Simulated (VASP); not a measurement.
# Fe (P6_3/mmc) in VASP: notebook

The runs below take Fe through single point, with PBEsol.

Everything below comes from runs of VASP 6.6.1. Logs are shortened: lines on timing, memory, paths and dates and some standing lists are left out, and cuts for length are marked.

**1. The cell of the first run**

It takes space group P6_3/mmc (No. 194, hexagonal). The conventional cell has a = 2.434 Å, b = 2.434 Å, c = 3.842 Å, α = 90.00°, β = 90.00°, γ = 120.00°. Within 3.1 Å of Fe (site symmetry -6m2) lie 12 Fe at 2.38 to 2.43 Å.

This isn't the form of Fe at room conditions, which is bcc.

**2. Single point, PBEsol**

Contents of INCAR:

```
SYSTEM = Fe
ALGO     = Fast           ! electronic algorithm
EDIFF    = 1E-6           ! SCF threshold, eV
ENCUT    = 520            ! plane-wave cutoff, eV
GGA      = PS             ! functional
ISIF     = 2              ! what is computed and relaxed
ISMEAR   = 0              ! smearing method
LASPH    = .TRUE.         ! aspherical terms in the spheres
LCHARG   = .FALSE.        ! write CHGCAR
LREAL    = .FALSE.        ! projectors in reciprocal space
LWAVE    = .FALSE.        ! write WAVECAR
NBANDS   = 15             ! bands
NELM     = 60             ! most SCF steps
PREC     = Accurate       ! precision mode
SIGMA    = 0.15           ! smearing width, eV
```

Contents of KPOINTS:

```
k-points
0
G
  24 24 14
  0 0 0
```

Contents of POSCAR:

```
Fe
1.0
    2.4341575853      0.0000000000      0.0000000000
   -1.2170787927      2.1080423057      0.0000000000
    0.0000000000      0.0000000000      3.8419344700
Fe
2
Direct
    0.3333333333      0.6666666667      0.2500000000
    0.6666666667      0.3333333333      0.7500000000
```

Potentials or basis: VASP PAW PBE potentials, release 64 (Fe).

Launch:

```bash
$ cat potpaw_PBE.64/Fe/POTCAR > POTCAR
$ mpirun -np 1 vasp_std > vasp.out
```

OUTCAR:

```text
SYSTEM = Fe
   EDIFF = 1E-6
   ENCUT = 520
   GGA = PS
   ISIF = 2
   ISMEAR = 0
   LASPH = .TRUE.
   LREAL = .FALSE.
   NELM = 60
   PREC = Accurate

 ion  position               nearest neighbor table
   1  0.333  0.667  0.250-   2 2.38   2 2.38   2 2.38   2 2.38   2 2.38   2 2.38
   2  0.667  0.333  0.750-   1 2.38   1 2.38   1 2.38   1 2.38   1 2.38   1 2.38

  LATTYP: Found a hexagonal cell.
 ALAT       =     2.4341575853
 C/A-ratio  =     1.5783425417

  Lattice vectors:

 A1 = (   2.4341575853,   0.0000000000,   0.0000000000)
 A2 = (  -1.2170787927,   2.1080423057,   0.0000000000)
 A3 = (   0.0000000000,   0.0000000000,   3.8419344700)

Analysis of symmetry for initial positions (statically):
=====================================================================
 Subroutine PRICEL returns:
 Original cell was already a primitive cell.

 Routine SETGRP: Setting up the symmetry group for a
 hexagonal supercell.

 Subroutine GETGRP returns: Found 24 space group operations
 (whereof 12 operations were pure point group operations)
 out of a pool of 24 trial point group operations.

The static configuration has the point symmetry D_3d.
 The point group associated with its full space group is D_6h.

Analysis of symmetry for dynamics (positions and initial velocities):
=====================================================================
 Subroutine PRICEL returns:
 Original cell was already a primitive cell.

 Routine SETGRP: Setting up the symmetry group for a
 hexagonal supercell.

 Subroutine GETGRP returns: Found 24 space group operations
 (whereof 12 operations were pure point group operations)
 out of a pool of 24 trial point group operations.

The dynamic configuration has the point symmetry D_3d.
 The point group associated with its full space group is D_6h.

 Subroutine INISYM returns: Found 24 space group operations
 (whereof 12 operations are pure point group operations),
 and found     1 'primitive' translations

----------------------------------------------------------------------------------------

                                     Primitive cell

  volume of cell :      19.7141

  direct lattice vectors                    reciprocal lattice vectors
     2.434157585  0.000000000  0.000000000     0.410819746  0.237186891  0.000000000
    -1.217078793  2.108042306  0.000000000     0.000000000  0.474373781  0.000000000
     0.000000000  0.000000000  3.841934470     0.000000000  0.000000000  0.260285543

  length of vectors
     2.434157585  2.434157585  3.841934470     0.474373781  0.474373781  0.260285543

  position of ions in fractional coordinates (direct lattice)
     0.333333333  0.666666667  0.250000000
     0.666666667  0.333333333  0.750000000

  ion indices of the primitive-cell ions
   primitive index   ion index
                 1           1
                 2           2

----------------------------------------------------------------------------------------

 KPOINTS: k-points

Automatic generation of k-mesh.
 Grid dimensions read from file:
 generate k-points for:   24   24   14

 Generating k-lattice:

  Cartesian coordinates                     Fractional coordinates (reciprocal lattice)
     0.017117489  0.009882787  0.000000000     0.041666667 -0.000000000  0.000000000
     0.000000000  0.019765574  0.000000000     0.000000000  0.041666667  0.000000000
     0.000000000  0.000000000  0.018591825     0.000000000  0.000000000  0.071428571

  Length of vectors
     0.019765574  0.019765574  0.018591825

  Shift w.r.t. Gamma in fractional coordinates (k-lattice)
     0.000000000  0.000000000  0.000000000

 Subroutine IBZKPT returns following result:
 ===========================================

 Found    488 irreducible k-points:

 Following reciprocal coordinates:
            Coordinates               Weight
  0.000000  0.000000  0.000000      1.000000
  0.041667  0.000000  0.000000      6.000000
  0.083333  0.000000  0.000000      6.000000
  0.125000  0.000000  0.000000      6.000000
  0.166667  0.000000  0.000000      6.000000
  0.208333  0.000000  0.000000      6.000000
[... 16 lines left out ...]
  0.416667  0.041667  0.000000     12.000000
  0.458333  0.041667  0.000000     12.000000
 [... further k-points ...]
   k-points           NKPTS =    488   k-points in BZ     NKDIM =    488   number of bands    NBANDS=     15
   number of dos      NEDOS =    301   number of ions     NIONS =      2
   total plane-waves  NPLWV =   9720
   dimension x,y,z NGX =    18 NGY =   18 NGZ =   30
   dimension x,y,z NGXF=    36 NGYF=   36 NGZF=   60
   ions per type =               2
   NGX,Y,Z   is equivalent  to a cutoff of  12.29, 12.29, 12.98 a.u.
   NGXF,Y,Z  is equivalent  to a cutoff of  24.59, 24.59, 25.96 a.u.
 SYSTEM =  Fe
   PREC   = accura    normal or accurate (medium, high low for compatibility)
   ISTART =      0    job   : 0-new  1-cont  2-samecut
   ICHARG =      2    charge: 1-file 2-atom 10-const
   ISPIN  =      1    spin polarized calculation?
   LNONCOLLINEAR =      F non collinear calculations
   LSORBIT =      F    spin-orbit coupling
   LASPH  =      T    aspherical Exc in radial PAW
   ENCUT  =  520.0 eV  38.22 Ry    6.18 a.u.   4.53  4.53  7.14*2*pi/ulx,y,z
   NELM   =     60;   NELMIN=  2; NELMDL= -5     # of ELM steps
   EDIFF  = 0.1E-05   stopping-criterion for ELM
   LREAL  =      F    real-space projection
   EDIFFG = 0.1E-04   stopping-criterion for IOM
   NSW    =      0    number of steps for IOM
   IBRION =     -1    ionic relax: 0-MD 1-quasi-New 2-CG
   NFREE  =      0    steps in history (QN), initial steepest desc. (CG)
   ISIF   =      2    stress and relaxation
   ISYM   =      2    0-nonsym 1-usesym 2-fastsym
   POTIM  = 0.5000    time-step for ionic-motion
   TEBEG  =    0.0;   TEEND  =   0.0 temperature during run
   PSTRESS=    0.0 pullay stress
   NELECT =      16.0000    total number of electrons
   NUPDOWN=      -1.0000    fix difference up-down
   EMIN   =  10.00;   EMAX   =-10.00  energy-range for DOS
   EFERMI =   0.00;   METHOD = LEGACY
   ISMEAR =     0;   SIGMA  =   0.15  broadening in eV -4-tet -1-fermi 0-gaus
   EFERMI_NEDOS =   21; number of points for ismear=-14 and -15
   IALGO  =     68    algorithm
   IMIX   =      4    mixing-type and parameters
     AMIX     =   0.40;   BMIX     =  1.00
     AMIX_MAG =   1.60;   BMIX_MAG =  1.00
  volume/ion in A,a.u.               =       9.86        66.52
  Fermi-wavevector in a.u.,A,eV,Ry     =   1.527058  2.885721 31.727505  2.331906
  Thomas-Fermi vector in A             =   2.635006
   LORBIT       =      0    0 simple, 1 ext, 2 COOP (PROOUT), +10 PAW based schemes
   GGA     = PS    functional components
   LHFCALC =     F    Hartree Fock is set to
   AEXX    =    0.0000 exact exchange contribution
   IVDW    =     0    specifies the selected vdW correction
   LEPSILON=     F    determine dielectric tensor
   LRPA    =     F    only Hartree local field effects (RPA)
 non-spin polarized calculation
 RMM-DIIS sequential band-by-band and
 Gauss-broadening in eV      SIGMA  =   0.15
  energy-cutoff  :      520.00
  volume of cell :       19.71
 maximum number of plane-waves:       549
   NGX =  9   NGY =  9   NGZ = 15

 number of electron      16.0000009 magnetization

 Free energy of the ion-electron system (eV)
  ---------------------------------------------------
  ext. energy  EPLUGINS =         0.00000000
  ---------------------------------------------------
  free energy    TOTEN  =       -17.88399882 eV

  energy without entropy =      -17.85607292  energy(sigma->0) =      -17.87003587

 E-fermi :   7.1221     XC(G=0): -14.1483

 val. band max:        7.1217493205   @ k =   0.4167   0.1250   0.3571
 cond. band min:       7.1225654244   @ k =   0.2917   0.1250   0.2143
 fundamental gap:      0.0008161039
 Fermi energy:         7.1221038163

 k-point     1 :       0.0000    0.0000    0.0000
  band No.  band energies     occupation
      1      -2.0271      2.00000
      2       1.9619      2.00000
      3       5.3794      2.00000
      4       5.3794      2.00000
      5       5.5268      2.00000
      6       5.8750      2.00000
      7       5.8750      2.00000
      8       6.2277      2.00000
      9       6.2277      2.00000
     10       7.6670      0.00000
     11       7.8748      0.00000
     12       7.8748      0.00000
     13      16.2399      0.00000
     14      29.2631      0.00000
     15      33.0385      0.00000

 k-point     2 :       0.0417    0.0000    0.0000
  band No.  band energies     occupation
      1      -1.9606      2.00000
      2       2.0061      2.00000
      3       5.2621      2.00000
      4       5.4178      2.00000
      5       5.6291      2.00000
      6       5.8547      2.00000
      7       5.9085      2.00000
      8       6.1854      2.00000
      9       6.2006      2.00000
     10       7.0551      1.47214
     11       7.8882      0.00000
     12       8.5656      0.00000
     13      16.2425      0.00000
     14      29.0353      0.00000
     15      32.0388      0.00000

 k-point     3 :       0.0833    0.0000    0.0000
  band No.  band energies     occupation
      1      -1.7629      2.00000
      2       2.1335      2.00000
      3       5.0721      2.00000
      4       5.5313      2.00000
      5       5.7527      2.00000
      6       5.8247      2.00000
      7       5.9839      2.00000
      8       6.0076      2.00000
      9       6.1239      2.00000
     10       6.5267      2.00000
     11       7.9249      0.00000
     12       9.4066      0.00000
     13      16.2513      0.00000
     14      28.2002      0.00000
     15      30.8667      0.00000
[... 343 lines left out ...]
 k-point    23 :       0.4167    0.0417    0.0000
  band No.  band energies     occupation
      1       2.2734      2.00000
      2       2.5785      2.00000
      3       2.8454      2.00000
      4       4.7731      2.00000
      5       5.0778      2.00000
      6       5.5546      2.00000
      7       5.9491      2.00000
      8       7.8886      0.00000
      9       8.0509      0.00000
     10       8.2471      0.00000
     11       9.2142      0.00000
     12      13.2623      0.00000
     13      17.9200      0.00000
     14      19.1131      0.00000
     15      22.8557      0.00000

 k-point    24 :       0.4583    0.0417    0.0000
  band No.  band energies     occupation
      1       2.3780      2.00000
      2       2.5274      2.00000
      3       2.7747      2.00000
      4       4.9069      2.00000
      5       5.0495      2.00000
      6       5.5245      2.00000
      7       6.0050      2.00000
      8       7.9790      0.00000
      9       8.1705      0.00000
     10       8.2533      0.00000
     11       9.8483      0.00000
     12      12.3283      0.00000
     13      18.6428      0.00000
     14      19.4228      0.00000
     15      22.5946      0.00000

 [... further k-points ...]

------------------------ aborting loop because EDIFF is reached ----------------------------------------

  FORCE on cell =-STRESS in cart. coord.  units (eV):
  Direction    XX          YY          ZZ          XY          YZ          ZX
  --------------------------------------------------------------------------------------
  -------------------------------------------------------------------------------------
  Total       -0.2236646     -0.2236646     -0.1404308      0.0000000      0.0000000      0.0000000
  in kB      -18.1773221    -18.1773221    -11.4128710      0.0000000      0.0000000      0.0000000
  external PRESSURE =     -15.9225051 kB  Pullay stress =       0.0000000 kB

 VOLUME and BASIS-vectors are now :
 -----------------------------------------------------------------------------
  energy-cutoff  :      520.00
  volume of cell :       19.71
      direct lattice vectors                 reciprocal lattice vectors
     2.434157585  0.000000000  0.000000000     0.410819746  0.237186891  0.000000000
    -1.217078793  2.108042306  0.000000000     0.000000000  0.474373781  0.000000000
     0.000000000  0.000000000  3.841934470     0.000000000  0.000000000  0.260285543

 POSITION                                       TOTAL-FORCE (eV/Angst)
 -----------------------------------------------------------------------------------
     -0.00000      1.40536      0.96048        -0.000000      0.000000      0.000000
      1.21708      0.70268      2.88145         0.000000     -0.000000      0.000000
 -----------------------------------------------------------------------------------
    total drift:                                0.000000     -0.000000     -0.000000

  FREE ENERGIE OF THE ION-ELECTRON SYSTEM (eV)
  ---------------------------------------------------
  free  energy   TOTEN  =       -17.8839988235 eV

  energy  without entropy=      -17.8560729248  energy(sigma->0) =      -17.87003587
```

Run time: 2.6 min. Hardware: 1 thread of Intel Xeon Platinum 8175M at 2.50GHz (Skylake/Cascade Lake), shared host; peak memory 0.23 GiB.

Results:

```
Free energy            : -17.8840 eV
Pressure               : -1.6 GPa
Band gap on the k mesh : zero (bands 8 and 9 overlap by 1.97 eV)
```

Caveat: the PAW data sets were made with another functional, which shifts forces and pressure a little; the run has no spin polarisation, though such a crystal can be magnetic.

(Part 1 of 2 ends here.)
